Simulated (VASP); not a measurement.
# Ta4C3 (Pm-3m) in VASP: further runs

Ta4C3 is run at these levels: r2SCAN; tasks: single point, relaxation of cell and atoms.

Everything below comes from runs of VASP 6.6.1. Logs are shortened: lines on timing, memory, paths and dates and some standing lists are left out, and cuts for length are marked.

## 1. The cell of the first run

The structure is cubic, space group Pm-3m (No. 221). The conventional cell has a = 4.425 Å, b = 4.425 Å, c = 4.425 Å, α = 90.00°, β = 90.00°, γ = 90.00°. Within 2.9 Å of Ta (site symmetry 4/mmm) lie 4 C at 2.21 Å. Ta (site symmetry m-3m) has 6 C at 2.21 Å within 2.9 Å. C (site symmetry 4/mmm) has 6 Ta at 2.21 Å within 2.9 Å.

## 2. Single point, r2SCAN

POSCAR

```
Ta4C3
1.0
    4.4250756116      0.0000000000      0.0000000000
    0.0000000000      4.4250756116      0.0000000000
    0.0000000000      0.0000000000      4.4250756116
Ta C
4 3
Direct
    0.0000000000      0.5000000000      0.5000000000
    0.5000000000      0.0000000000      0.5000000000
    0.5000000000      0.5000000000      0.0000000000
    0.0000000000      0.0000000000      0.0000000000
    0.5000000000      0.0000000000      0.0000000000
    0.0000000000      0.5000000000      0.0000000000
    0.0000000000      0.0000000000      0.5000000000
```

INCAR.step1

```
PREC     = Accurate       # precision mode
ENCUT    = 770            # plane-wave cutoff, eV
ISMEAR   = 0              # smearing method
SIGMA    = 0.1            # smearing width, eV
LREAL    = F              # projectors in reciprocal space
LASPH    = T              # aspherical terms in the spheres
NELM     = 120            # most SCF steps
NBANDS   = 41             # bands
GGA      = PE             # functional
ALGO     = Normal         # electronic algorithm
EDIFF    = 1E-5           # SCF threshold, eV
LWAVE    = T              # write WAVECAR
LCHARG   = F              # write CHGCAR
GGA_COMPAT= F
```

INCAR.step2

```
PREC     = Accurate       # precision mode
ENCUT    = 770            # plane-wave cutoff, eV
EDIFF    = 1E-6           # SCF threshold, eV
ISMEAR   = 0              # smearing method
SIGMA    = 0.1            # smearing width, eV
LREAL    = F              # projectors in reciprocal space
LASPH    = T              # aspherical terms in the spheres
NELM     = 120            # most SCF steps
ALGO     = Normal         # electronic algorithm
ISIF     = 2              # what is computed and relaxed
LWAVE    = F              # write WAVECAR
LCHARG   = T              # write CHGCAR
METAGGA  = R2SCAN         # meta-GGA
LMIXTAU  = T            
LELF     = T              # ELF
LVHAR    = T            
NBANDS   = 41             # bands
ISTART   = 1            
GGA_COMPAT= F
```

KPOINTS

```
regular mesh
0
Gamma
  4 4 4
```

Potentials or basis: VASP PAW PBE potentials, release 64 (Ta_sv_GW, C).

On the command line:

```
$ cat potpaw_PBE.64/Ta_sv_GW/POTCAR potpaw_PBE.64/C/POTCAR > POTCAR
$ cp INCAR.step1 INCAR
$ mpirun -np 1 vasp_std > vasp.out
$ cp INCAR.step2 INCAR
$ mpirun -np 1 vasp_std > vasp.out
```

OUTCAR:

```text
PREC = Accurate
   ENCUT = 770
   EDIFF = 1E-6
   ISMEAR = 0
   LREAL = F
   LASPH = T
   NELM = 120
   ISIF = 2
   METAGGA = R2SCAN
   ISTART = 1

 ion  position               nearest neighbor table
   1  0.000  0.500  0.500-   6 2.21   7 2.21   6 2.21   7 2.21   3 3.13   3 3.13   4 3.13   4 3.13
                             2 3.13   4 3.13   2 3.13   4 3.13   2 3.13   3 3.13   3 3.13   2 3.13
   2  0.500  0.000  0.500-   5 2.21   7 2.21   5 2.21   7 2.21   3 3.13   3 3.13   4 3.13   4 3.13
                             1 3.13   3 3.13   3 3.13   1 3.13   4 3.13   1 3.13   4 3.13   1 3.13
   3  0.500  0.500  0.000-   5 2.21   6 2.21   5 2.21   6 2.21   2 3.13   1 3.13   2 3.13   2 3.13
                             4 3.13   4 3.13   2 3.13   1 3.13   4 3.13   1 3.13   1 3.13   4 3.13
   4  0.000  0.000  0.000-   5 2.21   6 2.21   7 2.21   7 2.21   6 2.21   5 2.21   1 3.13   2 3.13
                             1 3.13   1 3.13   3 3.13   2 3.13   1 3.13   2 3.13   3 3.13   3 3.13
   5  0.500  0.000  0.000-   2 2.21   3 2.21   4 2.21   2 2.21   3 2.21   4 2.21
   6  0.000  0.500  0.000-   1 2.21   3 2.21   4 2.21   1 2.21   4 2.21   3 2.21
   7  0.000  0.000  0.500-   1 2.21   2 2.21   4 2.21   4 2.21   1 2.21   2 2.21

  LATTYP: Found a simple cubic cell.
 ALAT       =     4.4250756116

  Lattice vectors:

 A1 = (   4.4250756116,   0.0000000000,   0.0000000000)
 A2 = (   0.0000000000,   4.4250756116,   0.0000000000)
 A3 = (   0.0000000000,   0.0000000000,   4.4250756116)

Analysis of symmetry for initial positions (statically):
=====================================================================
 Subroutine PRICEL returns:
 Original cell was already a primitive cell.

 Routine SETGRP: Setting up the symmetry group for a
 simple cubic supercell.

 Subroutine GETGRP returns: Found 48 space group operations
 (whereof 48 operations were pure point group operations)
 out of a pool of 48 trial point group operations.

The static configuration has the point symmetry O_h .

Analysis of symmetry for dynamics (positions and initial velocities):
=====================================================================
 Subroutine PRICEL returns:
 Original cell was already a primitive cell.

 Routine SETGRP: Setting up the symmetry group for a
 simple cubic supercell.

 Subroutine GETGRP returns: Found 48 space group operations
 (whereof 48 operations were pure point group operations)
 out of a pool of 48 trial point group operations.

The dynamic configuration has the point symmetry O_h .

 Subroutine INISYM returns: Found 48 space group operations
 (whereof 48 operations are pure point group operations),
 and found     1 'primitive' translations

----------------------------------------------------------------------------------------

                                     Primitive cell

  volume of cell :      86.6487

  direct lattice vectors                    reciprocal lattice vectors
     4.425075612  0.000000000  0.000000000     0.225984839  0.000000000  0.000000000
     0.000000000  4.425075612  0.000000000     0.000000000  0.225984839  0.000000000
     0.000000000  0.000000000  4.425075612     0.000000000  0.000000000  0.225984839

  length of vectors
     4.425075612  4.425075612  4.425075612     0.225984839  0.225984839  0.225984839

  position of ions in fractional coordinates (direct lattice)
     0.000000000  0.500000000  0.500000000
     0.500000000  0.000000000  0.500000000
     0.500000000  0.500000000  0.000000000
     0.000000000  0.000000000  0.000000000
     0.500000000  0.000000000  0.000000000
     0.000000000  0.500000000  0.000000000
     0.000000000  0.000000000  0.500000000

  ion indices of the primitive-cell ions
   primitive index   ion index
                 1           1
                 2           2
                 3           3
                 4           4
                 5           5
                 6           6
                 7           7

----------------------------------------------------------------------------------------

 KPOINTS: regular mesh

Automatic generation of k-mesh.
 Grid dimensions read from file:
 generate k-points for:    4    4    4

 Generating k-lattice:

  Cartesian coordinates                     Fractional coordinates (reciprocal lattice)
     0.056496210  0.000000000  0.000000000     0.250000000  0.000000000  0.000000000
     0.000000000  0.056496210  0.000000000     0.000000000  0.250000000  0.000000000
     0.000000000  0.000000000  0.056496210     0.000000000  0.000000000  0.250000000

  Length of vectors
     0.056496210  0.056496210  0.056496210

  Shift w.r.t. Gamma in fractional coordinates (k-lattice)
     0.000000000  0.000000000  0.000000000

 Subroutine IBZKPT returns following result:
 ===========================================

 Found     10 irreducible k-points:

 Following reciprocal coordinates:
            Coordinates               Weight
  0.000000  0.000000  0.000000      1.000000
  0.250000  0.000000  0.000000      6.000000
  0.500000  0.000000  0.000000      3.000000
  0.250000  0.250000  0.000000     12.000000
  0.500000  0.250000  0.000000     12.000000
  0.500000  0.500000  0.000000      3.000000
  0.250000  0.250000  0.250000      8.000000
  0.500000  0.250000  0.250000     12.000000
  0.500000  0.500000  0.250000      6.000000
  0.500000  0.500000  0.500000      1.000000
   k-points           NKPTS =     10   k-points in BZ     NKDIM =     10   number of bands    NBANDS=     41
   number of dos      NEDOS =    301   number of ions     NIONS =      7
   total plane-waves  NPLWV =  64000
   dimension x,y,z NGX =    40 NGY =   40 NGZ =   40
   dimension x,y,z NGXF=    80 NGYF=   80 NGZF=   80
   ions per type =               4   3
   NGX,Y,Z   is equivalent  to a cutoff of  15.03, 15.03, 15.03 a.u.
   NGXF,Y,Z  is equivalent  to a cutoff of  30.06, 30.06, 30.06 a.u.
 SYSTEM =  unknown system
   PREC   = accura    normal or accurate (medium, high low for compatibility)
   ISTART =      1    job   : 0-new  1-cont  2-samecut
   ICHARG =      0    charge: 1-file 2-atom 10-const
   ISPIN  =      1    spin polarized calculation?
   LNONCOLLINEAR =      F non collinear calculations
   LSORBIT =      F    spin-orbit coupling
   LASPH  =      T    aspherical Exc in radial PAW
   ENCUT  =  770.0 eV  56.59 Ry    7.52 a.u.  10.01 10.01 10.01*2*pi/ulx,y,z
   NELM   =    120;   NELMIN=  2; NELMDL=  0     # of ELM steps
   EDIFF  = 0.1E-05   stopping-criterion for ELM
   LREAL  =      F    real-space projection
   EDIFFG = 0.1E-04   stopping-criterion for IOM
   NSW    =      0    number of steps for IOM
   IBRION =     -1    ionic relax: 0-MD 1-quasi-New 2-CG
   NFREE  =      0    steps in history (QN), initial steepest desc. (CG)
   ISIF   =      2    stress and relaxation
   ISYM   =      2    0-nonsym 1-usesym 2-fastsym
   POTIM  = 0.5000    time-step for ionic-motion
   TEBEG  =    0.0;   TEEND  =   0.0 temperature during run
   PSTRESS=    0.0 pullay stress
   NELECT =      64.0000    total number of electrons
   NUPDOWN=      -1.0000    fix difference up-down
   EMIN   =  10.00;   EMAX   =-10.00  energy-range for DOS
   EFERMI =   0.00;   METHOD = LEGACY
   ISMEAR =     0;   SIGMA  =   0.10  broadening in eV -4-tet -1-fermi 0-gaus
   EFERMI_NEDOS =   21; number of points for ismear=-14 and -15
   IALGO  =     38    algorithm
   IMIX   =      4    mixing-type and parameters
     AMIX     =   0.40;   BMIX     =  1.00
     AMIX_MAG =   1.60;   BMIX_MAG =  1.00
  volume/ion in A,a.u.               =      12.38        83.53
  Fermi-wavevector in a.u.,A,eV,Ry     =   1.479838  2.796488 29.795671  2.189920
  Thomas-Fermi vector in A             =   2.593946
   LORBIT       =      0    0 simple, 1 ext, 2 COOP (PROOUT), +10 PAW based schemes
   METAGGA = R2SCAN    functional components
   LHFCALC =     F    Hartree Fock is set to
   AEXX    =    0.0000 exact exchange contribution
   IVDW    =     0    specifies the selected vdW correction
   LEPSILON=     F    determine dielectric tensor
   LRPA    =     F    only Hartree local field effects (RPA)
 non-spin polarized calculation
 Gauss-broadening in eV      SIGMA  =   0.10
  energy-cutoff  :      770.00
  volume of cell :       86.65
 maximum number of plane-waves:      4224
   NGX = 21   NGY = 21   NGZ = 21

 number of electron      64.0000004 magnetization

 Free energy of the ion-electron system (eV)
  ---------------------------------------------------
  ext. energy  EPLUGINS =         0.00000000
  ---------------------------------------------------
  free energy    TOTEN  =      -237.87562528 eV

  energy without entropy =     -237.86005497  energy(sigma->0) =     -237.86784013

 E-fermi :  11.3654     XC(G=0): -14.2905

 val. band max:       11.1799645083   @ k =   0.5000   0.2500   0.0000
 cond. band min:      11.3826033513   @ k =   0.5000   0.2500   0.0000
 fundamental gap:      0.2026388429
 Fermi energy:        11.3654423754

 k-point     1 :       0.0000    0.0000    0.0000
  band No.  band energies     occupation
      1     -59.4468      2.00000
      2     -58.7035      2.00000
      3     -58.6521      2.00000
      4     -58.6521      2.00000
      5     -25.3320      2.00000
      6     -25.3320      2.00000
[... 33 lines left out ...]
     40      15.2157      0.00000
     41      16.2343      0.00000

 k-point     2 :       0.2500    0.0000    0.0000
  band No.  band energies     occupation
      1     -59.4463      2.00000
      2     -58.6973      2.00000
      3     -58.6588      2.00000
      4     -58.6521      2.00000
      5     -25.3074      2.00000
      6     -25.3074      2.00000
[... 33 lines left out ...]
     40      15.5078      0.00000
     41      15.9822      0.00000

 k-point     3 :       0.5000    0.0000    0.0000
  band No.  band energies     occupation
      1     -59.4459      2.00000
      2     -58.6873      2.00000
      3     -58.6692      2.00000
      4     -58.6521      2.00000
      5     -25.2808      2.00000
      6     -25.2808      2.00000
[... 33 lines left out ...]
     40      14.3638      0.00000
     41      15.6047      0.00000

 k-point     4 :       0.2500    0.2500    0.0000
  band No.  band energies     occupation
      1     -59.4460      2.00000
      2     -58.6917      2.00000
      3     -58.6609      2.00000
      4     -58.6559      2.00000
      5     -25.3235      2.00000
      6     -25.2851      2.00000
[... 209 lines left out ...]
     40      15.1456      0.00000
     41      15.6391      0.00000

 k-point     9 :       0.5000    0.5000    0.2500
  band No.  band energies     occupation
      1     -59.4454      2.00000
      2     -58.6696      2.00000
      3     -58.6696      2.00000
      4     -58.6696      2.00000
      5     -25.3762      2.00000
      6     -25.3762      2.00000
[... 33 lines left out ...]
     40      14.9741      0.00000
     41      15.5614      0.00000

 k-point    10 :       0.5000    0.5000    0.5000
  band No.  band energies     occupation
      1     -59.4454      2.00000
      2     -58.6696      2.00000
      3     -58.6696      2.00000
      4     -58.6696      2.00000
      5     -25.4227      2.00000
      6     -25.4227      2.00000
[... 33 lines left out ...]
     40      15.2585      0.00000
     41      16.0690      0.00000

------------------------ aborting loop because EDIFF is reached ----------------------------------------

  FORCE on cell =-STRESS in cart. coord.  units (eV):
  Direction    XX          YY          ZZ          XY          YZ          ZX
  --------------------------------------------------------------------------------------
  -------------------------------------------------------------------------------------
  Total       -0.1634610     -0.1634610     -0.1634610      0.0000000     -0.0000000     -0.0000000
  in kB       -3.0224742     -3.0224742     -3.0224742      0.0000000     -0.0000000     -0.0000000
  external PRESSURE =      -3.0224742 kB  Pullay stress =       0.0000000 kB

 VOLUME and BASIS-vectors are now :
 -----------------------------------------------------------------------------
  energy-cutoff  :      770.00
  volume of cell :       86.65
      direct lattice vectors                 reciprocal lattice vectors
     4.425075612  0.000000000  0.000000000     0.225984839  0.000000000  0.000000000
     0.000000000  4.425075612  0.000000000     0.000000000  0.225984839  0.000000000
     0.000000000  0.000000000  4.425075612     0.000000000  0.000000000  0.225984839

 POSITION                                       TOTAL-FORCE (eV/Angst)
 -----------------------------------------------------------------------------------
      0.00000      2.21254      2.21254         0.000000      0.000000      0.000000
      2.21254      0.00000      2.21254         0.000000      0.000000      0.000000
      2.21254      2.21254      0.00000         0.000000      0.000000      0.000000
      0.00000      0.00000      0.00000         0.000000      0.000000      0.000000
      2.21254      0.00000      0.00000         0.000000      0.000000      0.000000
      0.00000      2.21254      0.00000         0.000000      0.000000      0.000000
      0.00000      0.00000      2.21254         0.000000      0.000000      0.000000
 -----------------------------------------------------------------------------------
    total drift:                                0.000000      0.000000     -0.000000

  FREE ENERGIE OF THE ION-ELECTRON SYSTEM (eV)
  ---------------------------------------------------
  free  energy   TOTEN  =      -237.8756252830 eV

  energy  without entropy=     -237.8600549705  energy(sigma->0) =     -237.86784013
```

Run time: 2.2 min. Hardware: 1 thread of Intel Xeon 6975P-C (Granite Rapids), shared host; peak memory 0.29 GiB.

Results:

| Item | Value |
| --- | --- |
| Free energy | -237.8756 eV |
| Pressure | -0.3 GPa |
| Band gap on the k mesh | zero (bands 32 and 33 overlap by 0.85 eV) |

Caveat: the PAW data sets were made with another functional, which shifts forces and pressure a little; spin-orbit coupling is left out, which moves the levels of the heavy elements.

## 3. Relaxation of cell and atoms, r2SCAN

POSCAR is that of step 2.

INCAR.step1

```
PREC = Accurate
ENCUT = 660
ISMEAR = 0
SIGMA = 0.1
LREAL = False
LASPH = True
NELM = 120
GGA = PE
ALGO = Normal
EDIFF = 1E-5
LWAVE = True
LCHARG = False
GGA_COMPAT = False
IBRION = 2
ISIF = 3
EDIFFG = -0.005
NELMIN = 4
NSW = 100
```

INCAR.step2

```
PREC = Accurate
ENCUT = 660
EDIFF = 1E-7
ISMEAR = 0
SIGMA = 0.1
LREAL = False
LASPH = True
NELM = 120
ALGO = Normal
ISIF = 3
LWAVE = False
LCHARG = False
METAGGA = R2SCAN
LMIXTAU = True
IBRION = 2
NSW = 100
EDIFFG = -0.01
ISTART = 1
GGA_COMPAT = False
NELMIN = 4
```

KPOINTS

```
Automatic mesh
0
Gamma
  8 8 8
```

Potentials or basis: VASP PAW PBE potentials, release 64 (Ta_pv, C).

On the command line:

```
$ cat potpaw_PBE.64/Ta_pv/POTCAR potpaw_PBE.64/C/POTCAR > POTCAR
$ cp INCAR.step1 INCAR
$ mpirun -np 1 vasp_std > vasp.out
$ cp INCAR.step2 INCAR
$ mpirun -np 1 vasp_std > vasp.out
```

It took 40 min on 1 thread of AMD EPYC 7R43 (Zen 3), shared host; peak memory 0.29 GiB.

Results (log left out):

```yaml
Free_energy: -227.7963 eV
Relaxed_volume: 12.41 Å³/atom
Relaxed_cell: a = 4.429 Å, b = 4.429 Å, c = 4.429 Å, α = 90.00°, β = 90.00°, γ = 90.00°
Space_group_after_relaxing_to_0.1_Å: Pm-3m (No. 221)
Energy_gained_by_relaxing: 0.1 meV/atom
Ionic_steps: 3
Pressure_after_relaxing: 0.0 GPa
Band_gap_on_the_k_mesh: zero (bands 28 and 29 overlap by 0.95 eV)
```

The path:
```
step  energy change (eV)  largest force (eV/Å)  pressure (GPa)  volume (Å³)
   1              0.0000                0.0000            0.88        86.65
   2              0.0034                0.0000           -2.12        87.50
   3             -0.0007                0.0000            0.01        86.89
```

Final structure:
```yaml
crystal:
  lattice:
    - [4.42925, 0.00000, 0.00000]
    - [0.00000, 4.42925, 0.00000]
    - [0.00000, 0.00000, 4.42925]
  atoms:
    - { symbol: Ta, position: [0.00000, 0.50000, 0.50000] }
    - { symbol: Ta, position: [0.50000, 0.00000, 0.50000] }
    - { symbol: Ta, position: [0.50000, 0.50000, 0.00000] }
    - { symbol: Ta, position: [0.00000, 0.00000, 0.00000] }
    - { symbol: C, position: [0.50000, 0.00000, 0.00000] }
    - { symbol: C, position: [0.00000, 0.50000, 0.00000] }
    - { symbol: C, position: [0.00000, 0.00000, 0.50000] }
```

Levels at points of the mesh, in eV from the Fermi level:
| k point | band 25 | band 26 | band 27 | band 28 | band 29 | band 30 | band 31 | band 32 |
| --- | --- | --- | --- | --- | --- | --- | --- | --- |
| (0.00, 0.00, 0.00) | -1.40 | -0.65 | -0.65 | -0.65 | -0.42 | -0.42 | -0.42 | 1.48 |
| (0.50, 0.00, 0.00) | -2.16 | -2.00 | -2.00 | 0.33 | 0.33 | 0.83 | 2.05 | 2.57 |
| (0.50, 0.50, 0.00) | -1.99 | -1.74 | -0.36 | -0.36 | 1.96 | 1.96 | 2.01 | 2.25 |
| (0.50, 0.50, 0.50) | -1.08 | -1.08 | -1.08 | -0.34 | 3.54 | 3.54 | 3.54 | 3.68 |

Caveat: the PAW data sets were made with another functional, which shifts forces and pressure a little; spin-orbit coupling is left out, which moves the levels of the heavy elements.

The gap in the log of VASP goes by the Fermi energy; the results here count the filled bands.